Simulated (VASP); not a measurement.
Here is a VASP 6.6.1 calculation.

The input INCAR:

```
  ALGO = Normal
  EDIFF = 1E-7
  ENCUT = 520
  GGA = RE
  ISIF = 2
  ISMEAR = -1
  LASPH = T
  LCHARG = T
  LELF = T
  LREAL = F
  LVHAR = T
  LWAVE = F
  NBANDS = 13
  NELM = 100
  PREC = Accurate
  SIGMA = 0.1
```

The input KPOINTS:

```
k-points
0
Gamma
  9 9 14
```

Contents of POSCAR:

```
Si
1.0
    4.6619963285      0.0000000000      0.0000000000
   -2.3309981643      4.0374072528      0.0000000000
    0.0000000000      0.0000000000      2.6691885195
Si
3
Direct
    1.0000000000      0.0000000000      0.0000000000
    0.3333333333      0.6666666667      0.5000000000
    0.6666666667      0.3333333333      0.5000000000
```

Potentials or basis: VASP PAW PBE potentials, release 64 (Si).

Run with:

```bash
$ cat potpaw_PBE.64/Si/POTCAR > POTCAR
$ mpirun -np 1 vasp_std > vasp.out
```

Estimate the band gap on the k mesh.

zero (band 6 reaches 10.69 eV, above the bottom of band 7 at 4.56 eV).

What does it give for the pressure?

-8.4 GPa.

Stress tensor (GPa, compression positive):
```
-8.94  0.00  0.00
 0.00 -8.94  0.00
 0.00  0.00 -7.18
```

Caveat: the PAW data sets were made with another functional, which shifts forces and pressure a little.
